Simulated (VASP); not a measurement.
# SiC (F-43m) in VASP: notebook

SiC is run at these levels: LDA, r2SCAN; tasks: single point.

All numbers are computed with VASP 6.6.1; they aren't measurements. Logs are shortened: lines on timing, memory, paths and dates and some standing lists are left out, and cuts for length are marked.

## 1. The cell of the first run

Symmetry: F-43m, No. 216, cubic system. The conventional cell has a = 4.329 Å, b = 4.329 Å, c = 4.329 Å, α = 90.00°, β = 90.00°, γ = 90.00°. Within 2.5 Å of Si (site symmetry -43m) lie 4 C at 1.87 Å. C (site symmetry -43m) has 4 Si at 1.87 Å within 2.5 Å.

## 2. Single point, LDA

INCAR reads:

```
ALGO = Normal
EDIFF = 1E-7
ENCUT = 520
ISIF = 2
ISMEAR = -1
LASPH = True
LCHARG = False
LREAL = False
LWAVE = False
NBANDS = 11
NELM = 60
PREC = Accurate
SIGMA = 0.02
```

KPOINTS reads:

```
k-points
0
Gamma
  10 10 10
```

POSCAR reads:

```
SiC
1.0
    0.0000000000      2.1644869339      2.1644869339
    2.1644869339      0.0000000000      2.1644869339
    2.1644869339      2.1644869339      0.0000000000
Si C
1 1
Direct
    0.0000000000      0.0000000000      0.0000000000
    0.2500000000      0.2500000000      0.2500000000
```

Potentials or basis: VASP PAW LDA potentials, release 64 (Si, C).

Started as:

```bash
$ cat potpaw_LDA.64/Si/POTCAR potpaw_LDA.64/C/POTCAR > POTCAR
$ mpirun -np 1 vasp_std > vasp.out
```

OUTCAR:

```text
EDIFF = 1E-7
   ENCUT = 520
   ISIF = 2
   ISMEAR = -1
   LASPH = True
   LREAL = False
   NELM = 60
   PREC = Accurate

 ion  position               nearest neighbor table
   1  0.000  0.000  0.000-   2 1.87   2 1.87   2 1.87   2 1.87
   2  0.250  0.250  0.250-   1 1.87   1 1.87   1 1.87   1 1.87

  LATTYP: Found a face centered cubic cell.
 ALAT       =     4.3289738678

  Lattice vectors:

 A1 = (   0.0000000000,   2.1644869339,   2.1644869339)
 A2 = (   2.1644869339,   0.0000000000,   2.1644869339)
 A3 = (   2.1644869339,   2.1644869339,   0.0000000000)

Analysis of symmetry for initial positions (statically):
=====================================================================
 Subroutine PRICEL returns:
 Original cell was already a primitive cell.

 Routine SETGRP: Setting up the symmetry group for a
 face centered cubic supercell.

 Subroutine GETGRP returns: Found 24 space group operations
 (whereof 24 operations were pure point group operations)
 out of a pool of 48 trial point group operations.

The static configuration has the point symmetry T_d .

Analysis of symmetry for dynamics (positions and initial velocities):
=====================================================================
 Subroutine PRICEL returns:
 Original cell was already a primitive cell.

 Routine SETGRP: Setting up the symmetry group for a
 face centered cubic supercell.

 Subroutine GETGRP returns: Found 24 space group operations
 (whereof 24 operations were pure point group operations)
 out of a pool of 48 trial point group operations.

The dynamic configuration has the point symmetry T_d .

 Subroutine INISYM returns: Found 24 space group operations
 (whereof 24 operations are pure point group operations),
 and found     1 'primitive' translations

----------------------------------------------------------------------------------------

                                     Primitive cell

  volume of cell :      20.2813

  direct lattice vectors                    reciprocal lattice vectors
     0.000000000  2.164486934  2.164486934    -0.231001625  0.231001625  0.231001625
     2.164486934  0.000000000  2.164486934     0.231001625 -0.231001625  0.231001625
     2.164486934  2.164486934  0.000000000     0.231001625  0.231001625 -0.231001625

  length of vectors
     3.061046778  3.061046778  3.061046778     0.400106552  0.400106552  0.400106552

  position of ions in fractional coordinates (direct lattice)
     0.000000000  0.000000000  0.000000000
     0.250000000  0.250000000  0.250000000

  ion indices of the primitive-cell ions
   primitive index   ion index
                 1           1
                 2           2

----------------------------------------------------------------------------------------

 KPOINTS: k-points

Automatic generation of k-mesh.
 Grid dimensions read from file:
 generate k-points for:   10   10   10

 Generating k-lattice:

  Cartesian coordinates                     Fractional coordinates (reciprocal lattice)
    -0.023100163  0.023100163  0.023100163     0.100000000  0.000000000  0.000000000
     0.023100163 -0.023100163  0.023100163     0.000000000  0.100000000  0.000000000
     0.023100163  0.023100163 -0.023100163     0.000000000  0.000000000  0.100000000

  Length of vectors
     0.040010655  0.040010655  0.040010655

  Shift w.r.t. Gamma in fractional coordinates (k-lattice)
     0.000000000  0.000000000  0.000000000

 Subroutine IBZKPT returns following result:
 ===========================================

 Found     47 irreducible k-points:

 Following reciprocal coordinates:
            Coordinates               Weight
  0.000000  0.000000  0.000000      1.000000
  0.100000  0.000000  0.000000      8.000000
  0.200000  0.000000  0.000000      8.000000
  0.300000  0.000000  0.000000      8.000000
  0.400000  0.000000  0.000000      8.000000
  0.500000  0.000000  0.000000      4.000000
[... 16 lines left out ...]
  0.300000  0.300000  0.000000      6.000000
  0.400000  0.300000  0.000000     24.000000
 [... further k-points ...]
   k-points           NKPTS =     47   k-points in BZ     NKDIM =     47   number of bands    NBANDS=     11
   number of dos      NEDOS =    301   number of ions     NIONS =      2
   total plane-waves  NPLWV =  13824
   dimension x,y,z NGX =    24 NGY =   24 NGZ =   24
   dimension x,y,z NGXF=    48 NGYF=   48 NGZF=   48
   ions per type =               1   1
   NGX,Y,Z   is equivalent  to a cutoff of  13.03, 13.03, 13.03 a.u.
   NGXF,Y,Z  is equivalent  to a cutoff of  26.07, 26.07, 26.07 a.u.
 SYSTEM =  unknown system
   PREC   = accura    normal or accurate (medium, high low for compatibility)
   ISTART =      0    job   : 0-new  1-cont  2-samecut
   ICHARG =      2    charge: 1-file 2-atom 10-const
   ISPIN  =      1    spin polarized calculation?
   LNONCOLLINEAR =      F non collinear calculations
   LSORBIT =      F    spin-orbit coupling
   LASPH  =      T    aspherical Exc in radial PAW
   ENCUT  =  520.0 eV  38.22 Ry    6.18 a.u.   5.69  5.69  5.69*2*pi/ulx,y,z
   NELM   =     60;   NELMIN=  2; NELMDL= -5     # of ELM steps
   EDIFF  = 0.1E-06   stopping-criterion for ELM
   LREAL  =      F    real-space projection
   EDIFFG = 0.1E-05   stopping-criterion for IOM
   NSW    =      0    number of steps for IOM
   IBRION =     -1    ionic relax: 0-MD 1-quasi-New 2-CG
   NFREE  =      0    steps in history (QN), initial steepest desc. (CG)
   ISIF   =      2    stress and relaxation
   ISYM   =      2    0-nonsym 1-usesym 2-fastsym
   POTIM  = 0.5000    time-step for ionic-motion
   TEBEG  =    0.0;   TEEND  =   0.0 temperature during run
   PSTRESS=    0.0 pullay stress
   NELECT =       8.0000    total number of electrons
   NUPDOWN=      -1.0000    fix difference up-down
   EMIN   =  10.00;   EMAX   =-10.00  energy-range for DOS
   EFERMI =   0.00;   METHOD = LEGACY
   ISMEAR =    -1;   SIGMA  =   0.02  broadening in eV -4-tet -1-fermi 0-gaus
   EFERMI_NEDOS =   21; number of points for ismear=-14 and -15
   IALGO  =     38    algorithm
   IMIX   =      4    mixing-type and parameters
     AMIX     =   0.40;   BMIX     =  1.00
     AMIX_MAG =   1.60;   BMIX_MAG =  1.00
  volume/ion in A,a.u.               =      10.14        68.43
  Fermi-wavevector in a.u.,A,eV,Ry     =   1.200623  2.268848 19.612726  1.441495
  Thomas-Fermi vector in A             =   2.336454
   LORBIT       =      0    0 simple, 1 ext, 2 COOP (PROOUT), +10 PAW based schemes
   GGA     = CA    functional components
   LHFCALC =     F    Hartree Fock is set to
   AEXX    =    0.0000 exact exchange contribution
   IVDW    =     0    specifies the selected vdW correction
   LEPSILON=     F    determine dielectric tensor
   LRPA    =     F    only Hartree local field effects (RPA)
 non-spin polarized calculation
  energy-cutoff  :      520.00
  volume of cell :       20.28
 maximum number of plane-waves:       568
   NGX = 11   NGY = 11   NGZ = 11

 number of electron       8.0000000 magnetization

 Free energy of the ion-electron system (eV)
  ---------------------------------------------------
  ext. energy  EPLUGINS =         0.00000000
  ---------------------------------------------------
  free energy    TOTEN  =       -16.64250292 eV

  energy without entropy =      -16.64250292  energy(sigma->0) =      -16.64250292

 E-fermi :   8.6590     XC(G=0): -11.6420

 val. band max:        8.2914269684   @ k =   0.0000   0.0000   0.0000
 cond. band min:       9.5787673127   @ k =   0.5000   0.5000   0.0000
 fundamental gap:      1.2873403443
 Fermi energy:         8.6589692005

 k-point     1 :       0.0000    0.0000    0.0000
  band No.  band energies     occupation
      1      -7.1818      2.00000
      2       8.2914      2.00000
      3       8.2914      2.00000
      4       8.2914      2.00000
      5      14.8200      0.00000
      6      15.6223      0.00000
      7      15.6223      0.00000
      8      15.6223      0.00000
      9      22.8677      0.00000
     10      22.8677      0.00000
     11      24.7750      0.00000

 k-point     2 :       0.1000    0.0000    0.0000
  band No.  band energies     occupation
      1      -6.9827      2.00000
      2       7.2905      2.00000
      3       8.1564      2.00000
      4       8.1564      2.00000
      5      14.9899      0.00000
      6      15.8673      0.00000
      7      15.8673      0.00000
      8      15.9603      0.00000
      9      21.8893      0.00000
     10      21.8893      0.00000
     11      24.5296      0.00000

 k-point     3 :       0.2000    0.0000    0.0000
  band No.  band energies     occupation
      1      -6.3934      2.00000
      2       5.1622      2.00000
      3       7.8471      2.00000
      4       7.8471      2.00000
      5      14.6301      0.00000
      6      16.2229      0.00000
      7      16.2229      0.00000
      8      17.1811      0.00000
      9      21.2113      0.00000
     10      21.2113      0.00000
     11      23.6643      0.00000

 k-point     4 :       0.3000    0.0000    0.0000
  band No.  band energies     occupation
      1      -5.4472      2.00000
      2       2.8203      2.00000
      3       7.5292      2.00000
      4       7.5292      2.00000
      5      14.2181      0.00000
      6      16.0671      0.00000
      7      16.0671      0.00000
      8      18.0932      0.00000
      9      22.0443      0.00000
     10      22.0443      0.00000
     11      23.4256      0.00000
[... 239 lines left out ...]
 k-point    22 :      -0.2000    0.2000    0.0000
  band No.  band energies     occupation
      1      -5.1303      2.00000
      2       3.4993      2.00000
      3       5.0169      2.00000
      4       7.6421      2.00000
      5      14.8551      0.00000
      6      16.4079      0.00000
      7      16.6840      0.00000
      8      17.5038      0.00000
      9      19.8251      0.00000
     10      23.7109      0.00000
     11      27.5529      0.00000

 k-point    23 :       0.3000    0.3000    0.0000
  band No.  band energies     occupation
      1      -4.8605      2.00000
      2       3.9804      2.00000
      3       5.8930      2.00000
      4       5.8930      2.00000
      5      11.4171      0.00000
      6      13.8637      0.00000
      7      19.8669      0.00000
      8      19.8669      0.00000
      9      20.8227      0.00000
     10      25.4667      0.00000
     11      30.0680      0.00000

 k-point    24 :       0.4000    0.3000    0.0000
  band No.  band energies     occupation
      1      -3.9661      2.00000
      2       2.7346      2.00000
      3       5.0859      2.00000
      4       5.6276      2.00000
      5      11.1099      0.00000
      6      13.8764      0.00000
      7      19.9905      0.00000
      8      20.2591      0.00000
      9      22.1130      0.00000
     10      26.4387      0.00000
     11      29.7144      0.00000

 [... further k-points ...]
[... 5 lines left out ...]
  --------------------------------------------------------------------------------------
  -------------------------------------------------------------------------------------
  Total        0.0516495      0.0516495      0.0516495      0.0000000     -0.0000000      0.0000000
  in kB        4.0802036      4.0802036      4.0802036      0.0000000     -0.0000000      0.0000000
  external PRESSURE =       4.0802036 kB  Pullay stress =       0.0000000 kB

 VOLUME and BASIS-vectors are now :
 -----------------------------------------------------------------------------
  energy-cutoff  :      520.00
  volume of cell :       20.28
      direct lattice vectors                 reciprocal lattice vectors
     0.000000000  2.164486934  2.164486934    -0.231001625  0.231001625  0.231001625
     2.164486934  0.000000000  2.164486934     0.231001625 -0.231001625  0.231001625
     2.164486934  2.164486934  0.000000000     0.231001625  0.231001625 -0.231001625

 POSITION                                       TOTAL-FORCE (eV/Angst)
 -----------------------------------------------------------------------------------
      0.00000      0.00000      0.00000         0.000000      0.000000      0.000000
      1.08224      1.08224      1.08224        -0.000000     -0.000000     -0.000000
 -----------------------------------------------------------------------------------
    total drift:                                0.000000      0.000000      0.000000

  FREE ENERGIE OF THE ION-ELECTRON SYSTEM (eV)
  ---------------------------------------------------
  free  energy   TOTEN  =       -16.6425029231 eV

  energy  without entropy=      -16.6425029230  energy(sigma->0) =      -16.64250292
```

Wall time 17 s (1 thread of AMD EPYC 7R13, shared host); peak memory 0.09 GiB.

What came out:

```
Free energy            : -16.6425 eV
Pressure               : 0.4 GPa
Band gap on the k mesh : 1.29 eV, indirect (least direct gap 4.52 eV)
```

Levels at points of the mesh, in eV from the valence-band top:
| k point | band 1 | band 2 | band 3 | band 4 | band 5 | band 6 | band 7 | band 8 |
| --- | --- | --- | --- | --- | --- | --- | --- | --- |
| (0.00, 0.00, 0.00) | -15.47 | 0.00 | 0.00 | 0.00 | 6.53 | 7.33 | 7.33 | 7.33 |
| (0.50, 0.00, 0.00) | -11.78 | -8.67 | -1.06 | -1.06 | 5.57 | 7.21 | 7.21 | 10.03 |
| (0.50, 0.50, 0.00) | -10.28 | -7.88 | -3.23 | -3.23 | 1.29 | 4.26 | 14.06 | 14.06 |

## 3. Single point, r2SCAN

This run uses another cell than the first one, of 10.33 Å³/atom, 1.019 times its volume.

POSCAR reads:

```
SiC
1.0
    0.0000000000      2.1780523525      2.1780523525
    2.1780523525      0.0000000000      2.1780523525
    2.1780523525      2.1780523525      0.0000000000
Si C
1 1
Direct
    0.0000000000      0.0000000000      0.0000000000
    0.2500000000      0.2500000000      0.2500000000
```

INCAR.step1 reads:

```
SYSTEM = SiC
PREC = Accurate
ENCUT = 520
ISMEAR = -1
SIGMA = 0.02
LREAL = .False.
LASPH = .True.
NELM = 80
NBANDS = 11
GGA = PE
ALGO = Normal
EDIFF = 1E-4
LWAVE = .True.
LCHARG = .False.
```

INCAR.step2 reads:

```
SYSTEM = SiC
PREC = Accurate
ENCUT = 520
EDIFF = 1E-7
ISMEAR = -1
SIGMA = 0.02
LREAL = .False.
LASPH = .True.
NELM = 80
ALGO = Normal
ISIF = 2
LWAVE = .False.
LCHARG = .False.
METAGGA = R2SCAN
LMIXTAU = .True.
NBANDS = 11
ISTART = 1
```

KPOINTS reads:

```
regular mesh
0
Gamma
  10 10 10
  0 0 0
```

Potentials or basis: VASP PAW PBE potentials, release 64 (Si, C).

Started as:

```bash
$ cat potpaw_PBE.64/Si/POTCAR potpaw_PBE.64/C/POTCAR > POTCAR
$ cp INCAR.step1 INCAR
$ mpirun -np 1 vasp_std > vasp.out
$ cp INCAR.step2 INCAR
$ mpirun -np 1 vasp_std > vasp.out
```

Wall time 1.8 min (1 thread of AMD EPYC 7R13, shared host); peak memory 0.11 GiB.

Results (log left out):

```
Free energy            : -19.3270 eV
Pressure               : -0.1 GPa
Band gap on the k mesh : 1.72 eV, indirect (least direct gap 5.06 eV)
```

Levels at points of the mesh, in eV from the valence-band top:
```tsv
k point	band 1	band 2	band 3	band 4	band 5	band 6	band 7	band 8
(0.00, 0.00, 0.00)	-16.19	0.00	0.00	0.00	6.85	7.86	7.86	7.86
(0.50, 0.00, 0.00)	-12.56	-8.83	-1.11	-1.11	6.00	7.76	7.76	10.96
(0.50, 0.50, 0.00)	-11.10	-8.05	-3.34	-3.34	1.72	4.83	15.15	15.15
```

Caveat: the PAW data sets were made with another functional, which shifts forces and pressure a little. A k mesh can miss the band edges.

## 4. Single point, r2SCAN

This run uses another cell than the first one, of 10.33 Å³/atom, 1.019 times its volume.

POSCAR is that of step 3.

INCAR.step1 reads:

```
SYSTEM = SiC
PREC     = Accurate       ! precision mode
ENCUT    = 520            ! plane-wave cutoff, eV
ISMEAR   = 0              ! smearing method
SIGMA    = 0.01           ! smearing width, eV
LREAL    = .False.        ! projectors in reciprocal space
LASPH    = .True.         ! aspherical terms in the spheres
NELM     = 60             ! most SCF steps
NBANDS   = 11             ! bands
GGA      = PE             ! functional
ALGO     = Normal         ! electronic algorithm
EDIFF    = 1E-4           ! SCF threshold, eV
LWAVE    = .True.         ! write WAVECAR
LCHARG   = .False.        ! write CHGCAR
```

INCAR.step2 reads:

```
SYSTEM = SiC
PREC     = Accurate       ! precision mode
ENCUT    = 520            ! plane-wave cutoff, eV
EDIFF    = 1E-7           ! SCF threshold, eV
ISMEAR   = 0              ! smearing method
SIGMA    = 0.01           ! smearing width, eV
LREAL    = .False.        ! projectors in reciprocal space
LASPH    = .True.         ! aspherical terms in the spheres
NELM     = 60             ! most SCF steps
ALGO     = Normal         ! electronic algorithm
ISIF     = 2              ! what is computed and relaxed
LWAVE    = .False.        ! write WAVECAR
LCHARG   = .False.        ! write CHGCAR
METAGGA  = R2SCAN         ! meta-GGA
LMIXTAU  = .True.       
NBANDS   = 11             ! bands
ISTART   = 1
```

KPOINTS is that of step 3.

Started as:

```bash
$ cat potpaw_PBE.64/Si/POTCAR potpaw_PBE.64/C/POTCAR > POTCAR
$ cp INCAR.step1 INCAR
$ mpirun -np 1 vasp_std > vasp.out
$ cp INCAR.step2 INCAR
$ mpirun -np 1 vasp_std > vasp.out
```

Wall time 92 s (1 thread of AMD EPYC 7R13, shared host); peak memory 0.11 GiB.

Results (log left out):

```
Free energy            : -19.3270 eV
Pressure               : -0.1 GPa
Band gap on the k mesh : 1.72 eV, indirect (least direct gap 5.06 eV)
```

Levels at points of the mesh, in eV from the valence-band top:
| k point | band 1 | band 2 | band 3 | band 4 | band 5 | band 6 | band 7 | band 8 |
| --- | --- | --- | --- | --- | --- | --- | --- | --- |
| (0.00, 0.00, 0.00) | -16.19 | 0.00 | 0.00 | 0.00 | 6.85 | 7.86 | 7.86 | 7.86 |
| (0.50, 0.00, 0.00) | -12.56 | -8.83 | -1.11 | -1.11 | 6.00 | 7.76 | 7.76 | 10.96 |
| (0.50, 0.50, 0.00) | -11.10 | -8.05 | -3.34 | -3.34 | 1.72 | 4.83 | 15.15 | 15.15 |

Caveat: the PAW data sets were made with another functional, which shifts forces and pressure a little. A k mesh can miss the band edges.

## 5. The runs side by side

```csv
level,potentials or basis,cell,smearing,gap on the mesh (eV),pressure (GPa)
LDA,"VASP PAW LDA potentials, release 64 (Si, C)","a = 3.061 Å, angles 60.0°, 2 atoms",fermi-dirac 0.02 eV,1.29,0.4
r2SCAN,"VASP PAW PBE potentials, release 64 (Si, C)","a = 3.080 Å, angles 60.0°, 2 atoms",fermi-dirac 0.02 eV,1.72,-0.1
r2SCAN,"VASP PAW PBE potentials, release 64 (Si, C)","a = 3.080 Å, angles 60.0°, 2 atoms",gaussian 0.01 eV,1.72,-0.1
```

Alike in all rows: task single point; no spin polarisation; k mesh 10 × 10 × 10; cutoff (eV) 520.

Caveats: the PAW data sets were made with another functional, which shifts forces and pressure a little (some runs).

Total energies depend on the potentials used, so only differences within one code and one set of settings carry meaning.
